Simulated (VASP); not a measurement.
# Zn2C (I4/mmm) in VASP: single point with r2SCAN

Aim: the single point of Zn2C with r2SCAN.

Program: VASP 6.6.1. These are calculated values, not measurements. Logs are shortened: lines on timing, memory, paths and dates and some standing lists are left out, and cuts for length are marked.

## (1) The cell of the first run

Symmetry: I4/mmm, No. 139, tetragonal system. Conventional cell: a = 3.735 Å, b = 3.735 Å, c = 5.156 Å, α = 90.00°, β = 90.00°, γ = 90.00°. Within 3.0 Å of C (site symmetry 4/mmm) lie 8 Zn at 2.27 Å. Within 3.0 Å of Zn (site symmetry -4m2) lie 4 C at 2.27 Å and 6 Zn at 2.58 to 2.64 Å.

## (2) Single point, r2SCAN (biaxial xy strain +2.5%)

Contents of POSCAR:

```
Zn2C
1.0
    0.0000000000      2.6411087890      2.5779490376
    2.6411087890      0.0000000000      2.5779490376
    2.6411087890      2.6411087890      0.0000000000
C Zn
1 2
Direct
    0.0000000000      0.0000000000      0.0000000000
    0.2500000000      0.2500000000      0.2500000000
    0.7500000000      0.7500000000      0.7500000000
```

Contents of INCAR.step1:

```
ALGO = Normal
EDIFF = 1E-4
ENCUT = 520
GGA = PE
ISMEAR = -1
LASPH = True
LCHARG = False
LREAL = False
LWAVE = True
NBANDS = 21
NELM = 60
PREC = Accurate
SIGMA = 0.02
```

Contents of INCAR.step2:

```
ALGO = Normal
EDIFF = 1E-7
ENCUT = 520
ISIF = 2
ISMEAR = -1
ISTART = 1
LASPH = True
LCHARG = False
LMIXTAU = True
LREAL = False
LWAVE = False
METAGGA = R2SCAN
NBANDS = 21
NELM = 60
PREC = Accurate
SIGMA = 0.02
```

Contents of KPOINTS:

```
k-points
0
Gamma
  8 8 8
```

Potentials or basis: VASP PAW PBE potentials, release 64 (C, Zn).

Launch:

```bash
$ cat potpaw_PBE.64/C/POTCAR potpaw_PBE.64/Zn/POTCAR > POTCAR
$ cp INCAR.step1 INCAR
$ mpirun -np 1 vasp_std > vasp.out
$ cp INCAR.step2 INCAR
$ mpirun -np 1 vasp_std > vasp.out
```

OUTCAR:

```text
EDIFF = 1E-7
   ENCUT = 520
   ISIF = 2
   ISMEAR = -1
   ISTART = 1
   LASPH = True
   LREAL = False
   METAGGA = R2SCAN
   NELM = 60
   PREC = Accurate

 ion  position               nearest neighbor table
   1  0.000  0.000  0.000-   3 2.27   3 2.27   3 2.27   2 2.27   3 2.27   2 2.27   2 2.27   2 2.27

   2  0.250  0.250  0.250-   1 2.27   1 2.27   1 2.27   1 2.27   3 2.58   3 2.58   3 2.64   3 2.64
                             3 2.64   3 2.64
   3  0.750  0.750  0.750-   1 2.27   1 2.27   1 2.27   1 2.27   2 2.58   2 2.58   2 2.64   2 2.64
                             2 2.64   2 2.64

  LATTYP: Found a body centered tetragonal cell.
 ALAT       =     3.7350918691
 C/A-ratio  =     1.3803939116

  Lattice vectors:

 A1 = (   0.0000000000,  -2.6411087890,  -2.5779490376)
 A2 = (   0.0000000000,   2.6411087890,  -2.5779490376)
 A3 = (   2.6411087890,   0.0000000000,   2.5779490376)

Analysis of symmetry for initial positions (statically):
=====================================================================
 Subroutine PRICEL returns:
 Original cell was already a primitive cell.

 Routine SETGRP: Setting up the symmetry group for a
 body centered tetragonal supercell.

 Subroutine GETGRP returns: Found 16 space group operations
 (whereof 16 operations were pure point group operations)
 out of a pool of 16 trial point group operations.

The static configuration has the point symmetry D_4h.

Analysis of symmetry for dynamics (positions and initial velocities):
=====================================================================
 Subroutine PRICEL returns:
 Original cell was already a primitive cell.

 Routine SETGRP: Setting up the symmetry group for a
 body centered tetragonal supercell.

 Subroutine GETGRP returns: Found 16 space group operations
 (whereof 16 operations were pure point group operations)
 out of a pool of 16 trial point group operations.

The dynamic configuration has the point symmetry D_4h.

 Subroutine INISYM returns: Found 16 space group operations
 (whereof 16 operations are pure point group operations),
 and found     1 'primitive' translations

----------------------------------------------------------------------------------------

                                     Primitive cell

  volume of cell :      35.9647

  direct lattice vectors                    reciprocal lattice vectors
     0.000000000  2.641108789  2.577949038    -0.189314428  0.189314428  0.193952632
     2.641108789  0.000000000  2.577949038     0.189314428 -0.189314428  0.193952632
     2.641108789  2.641108789  0.000000000     0.189314428  0.189314428 -0.193952632

  length of vectors
     3.690701407  3.690701407  3.735091869     0.330601768  0.330601768  0.330601768

  position of ions in fractional coordinates (direct lattice)
     0.000000000  0.000000000  0.000000000
     0.250000000  0.250000000  0.250000000
     0.750000000  0.750000000  0.750000000

  ion indices of the primitive-cell ions
   primitive index   ion index
                 1           1
                 2           2
                 3           3

----------------------------------------------------------------------------------------

 KPOINTS: k-points

Automatic generation of k-mesh.
 Grid dimensions read from file:
 generate k-points for:    8    8    8

 Generating k-lattice:

  Cartesian coordinates                     Fractional coordinates (reciprocal lattice)
    -0.023664304  0.023664304  0.024244079     0.125000000  0.000000000  0.000000000
     0.023664304 -0.023664304  0.024244079     0.000000000  0.125000000  0.000000000
     0.023664304  0.023664304 -0.024244079     0.000000000  0.000000000  0.125000000

  Length of vectors
     0.041325221  0.041325221  0.041325221

  Shift w.r.t. Gamma in fractional coordinates (k-lattice)
     0.000000000  0.000000000  0.000000000

 Subroutine IBZKPT returns following result:
 ===========================================

 Found     59 irreducible k-points:

 Following reciprocal coordinates:
            Coordinates               Weight
  0.000000  0.000000  0.000000      1.000000
  0.125000  0.000000  0.000000      8.000000
  0.250000  0.000000  0.000000      8.000000
  0.375000 -0.000000  0.000000      8.000000
  0.500000  0.000000  0.000000      4.000000
  0.125000  0.125000  0.000000      2.000000
[... 16 lines left out ...]
  0.250000  0.000000  0.125000     16.000000
  0.375000  0.000000  0.125000     16.000000
 [... further k-points ...]
   k-points           NKPTS =     59   k-points in BZ     NKDIM =     59   number of bands    NBANDS=     21
   number of dos      NEDOS =    301   number of ions     NIONS =      3
   total plane-waves  NPLWV =  21952
   dimension x,y,z NGX =    28 NGY =   28 NGZ =   28
   dimension x,y,z NGXF=    56 NGYF=   56 NGZF=   56
   ions per type =               1   2
   NGX,Y,Z   is equivalent  to a cutoff of  12.61, 12.61, 12.46 a.u.
   NGXF,Y,Z  is equivalent  to a cutoff of  25.22, 25.22, 24.93 a.u.
 SYSTEM =  unknown system
   PREC   = accura    normal or accurate (medium, high low for compatibility)
   ISTART =      1    job   : 0-new  1-cont  2-samecut
   ICHARG =      0    charge: 1-file 2-atom 10-const
   ISPIN  =      1    spin polarized calculation?
   LNONCOLLINEAR =      F non collinear calculations
   LSORBIT =      F    spin-orbit coupling
   LASPH  =      T    aspherical Exc in radial PAW
   ENCUT  =  520.0 eV  38.22 Ry    6.18 a.u.   6.86  6.86  6.94*2*pi/ulx,y,z
   NELM   =     60;   NELMIN=  2; NELMDL=  0     # of ELM steps
   EDIFF  = 0.1E-06   stopping-criterion for ELM
   LREAL  =      F    real-space projection
   EDIFFG = 0.1E-05   stopping-criterion for IOM
   NSW    =      0    number of steps for IOM
   IBRION =     -1    ionic relax: 0-MD 1-quasi-New 2-CG
   NFREE  =      0    steps in history (QN), initial steepest desc. (CG)
   ISIF   =      2    stress and relaxation
   ISYM   =      2    0-nonsym 1-usesym 2-fastsym
   POTIM  = 0.5000    time-step for ionic-motion
   TEBEG  =    0.0;   TEEND  =   0.0 temperature during run
   PSTRESS=    0.0 pullay stress
   NELECT =      28.0000    total number of electrons
   NUPDOWN=      -1.0000    fix difference up-down
   EMIN   =  10.00;   EMAX   =-10.00  energy-range for DOS
   EFERMI =   0.00;   METHOD = LEGACY
   ISMEAR =    -1;   SIGMA  =   0.02  broadening in eV -4-tet -1-fermi 0-gaus
   EFERMI_NEDOS =   21; number of points for ismear=-14 and -15
   IALGO  =     38    algorithm
   IMIX   =      4    mixing-type and parameters
     AMIX     =   0.40;   BMIX     =  1.00
     AMIX_MAG =   1.60;   BMIX_MAG =  1.00
  volume/ion in A,a.u.               =      11.99        80.90
  Fermi-wavevector in a.u.,A,eV,Ry     =   1.506035  2.845994 30.859958  2.268143
  Thomas-Fermi vector in A             =   2.616806
   LORBIT       =      0    0 simple, 1 ext, 2 COOP (PROOUT), +10 PAW based schemes
   METAGGA = R2SCAN    functional components
   LHFCALC =     F    Hartree Fock is set to
   AEXX    =    0.0000 exact exchange contribution
   IVDW    =     0    specifies the selected vdW correction
   LEPSILON=     F    determine dielectric tensor
   LRPA    =     F    only Hartree local field effects (RPA)
 non-spin polarized calculation
  energy-cutoff  :      520.00
  volume of cell :       35.96
 maximum number of plane-waves:       982
   NGX = 13   NGY = 13   NGZ = 13

 number of electron      27.9999983 magnetization

 Free energy of the ion-electron system (eV)
  ---------------------------------------------------
  ext. energy  EPLUGINS =         0.00000000
  ---------------------------------------------------
  free energy    TOTEN  =       -25.79333809 eV

  energy without entropy =      -25.79329721  energy(sigma->0) =      -25.79331765

 E-fermi :   4.1696     XC(G=0): -12.7338

 val. band max:        4.0997009870   @ k =   0.0000   0.0000   0.0000
 cond. band min:       4.2237646122   @ k =   0.0000   0.0000   0.0000
 fundamental gap:      0.1240636252
 Fermi energy:         4.1695834026

 k-point     1 :       0.0000    0.0000    0.0000
  band No.  band energies     occupation
      1     -10.1627      2.00000
      2      -4.6871      2.00000
      3      -4.6871      2.00000
      4      -4.6046      2.00000
      5      -4.4970      2.00000
      6      -4.4262      2.00000
[... 13 lines left out ...]
     20      15.3461      0.00000
     21      15.3462      0.00000

 k-point     2 :       0.1250    0.0000    0.0000
  band No.  band energies     occupation
      1      -9.9672      2.00000
      2      -4.6787      2.00000
      3      -4.6369      2.00000
      4      -4.5774      2.00000
      5      -4.4324      2.00000
      6      -4.3743      2.00000
[... 13 lines left out ...]
     20      14.3738      0.00000
     21      14.8312      0.00000

 k-point     3 :       0.2500    0.0000    0.0000
  band No.  band energies     occupation
      1      -9.4312      2.00000
      2      -4.6407      2.00000
      3      -4.5000      2.00000
      4      -4.4682      2.00000
      5      -4.2582      2.00000
      6      -4.2237      2.00000
[... 13 lines left out ...]
     20      14.0383      0.00000
     21      14.2398      0.00000
[... 457 lines left out ...]
 k-point    23 :       0.2500    0.0000    0.1250
  band No.  band energies     occupation
      1      -9.4864      2.00000
      2      -4.8150      2.00000
      3      -4.4524      2.00000
      4      -4.4036      2.00000
      5      -4.3219      2.00000
      6      -4.2022      2.00000
[... 13 lines left out ...]
     20      15.4779      0.00000
     21      16.2388      0.00000

 k-point    24 :       0.3750    0.0000    0.1250
  band No.  band energies     occupation
      1      -8.8508      2.00000
      2      -4.7096      2.00000
      3      -4.3181      2.00000
      4      -4.2301      2.00000
      5      -4.0976      2.00000
      6      -4.0081      2.00000
[... 13 lines left out ...]
     20      14.8688      0.00000
     21      16.4447      0.00000

 [... further k-points ...]

------------------------ aborting loop because EDIFF is reached ----------------------------------------

  FORCE on cell =-STRESS in cart. coord.  units (eV):
  Direction    XX          YY          ZZ          XY          YZ          ZX
  --------------------------------------------------------------------------------------
  -------------------------------------------------------------------------------------
  Total       -1.6943905     -1.6943905     -0.4646153      0.0000000      0.0000000      0.0000000
  in kB      -75.4826569    -75.4826569    -20.6979414      0.0000000      0.0000000      0.0000000
  external PRESSURE =     -57.2210851 kB  Pullay stress =       0.0000000 kB

 VOLUME and BASIS-vectors are now :
 -----------------------------------------------------------------------------
  energy-cutoff  :      520.00
  volume of cell :       35.96
      direct lattice vectors                 reciprocal lattice vectors
     0.000000000  2.641108789  2.577949038    -0.189314428  0.189314428  0.193952632
     2.641108789  0.000000000  2.577949038     0.189314428 -0.189314428  0.193952632
     2.641108789  2.641108789  0.000000000     0.189314428  0.189314428 -0.193952632

 POSITION                                       TOTAL-FORCE (eV/Angst)
 -----------------------------------------------------------------------------------
      0.00000      0.00000      0.00000        -0.000000      0.000000      0.000000
      1.32055      1.32055      1.28897        -0.000000     -0.000000      0.000000
      3.96166      3.96166      3.86692         0.000000      0.000000     -0.000000
 -----------------------------------------------------------------------------------
    total drift:                                0.000000      0.000000      0.000000

  FREE ENERGIE OF THE ION-ELECTRON SYSTEM (eV)
  ---------------------------------------------------
  free  energy   TOTEN  =       -25.7933380937 eV

  energy  without entropy=      -25.7932972091  energy(sigma->0) =      -25.79331765
```

Wall time 1.7 min (1 thread of Intel Xeon 6975P-C (Granite Rapids), shared host); peak memory 0.18 GiB.

What came out:

```
Free energy            : -25.7933 eV
Pressure               : -5.7 GPa
Band gap on the k mesh : 0.12 eV, direct
```

Stress tensor (GPa, compression positive):
```
-7.55  0.00  0.00
 0.00 -7.55  0.00
 0.00  0.00 -2.07
```

Levels at points of the mesh, in eV from the valence-band top:
```tsv
k point	band 10	band 11	band 12	band 13	band 14	band 15	band 16	band 17	band 18	band 19
(0.00, 0.00, 0.00)	-7.02	-6.98	-0.04	0.00	0.00	0.12	4.35	4.62	4.62	9.60
(0.50, 0.00, 0.00)	-7.71	-7.28	-7.18	-1.18	-1.03	0.94	5.31	5.61	6.36	9.25
(0.50, 0.50, 0.00)	-7.30	-7.04	-5.21	-3.74	-3.74	1.01	1.47	8.03	9.50	9.50
(0.50, 0.00, 0.50)	-7.29	-7.01	-5.46	-3.60	-3.55	1.22	1.90	7.75	9.20	9.77
```

Caveat: the cell differs from its parent crystal (biaxial xy strain +2.5%); the PAW data sets were made with another functional, which shifts forces and pressure a little.
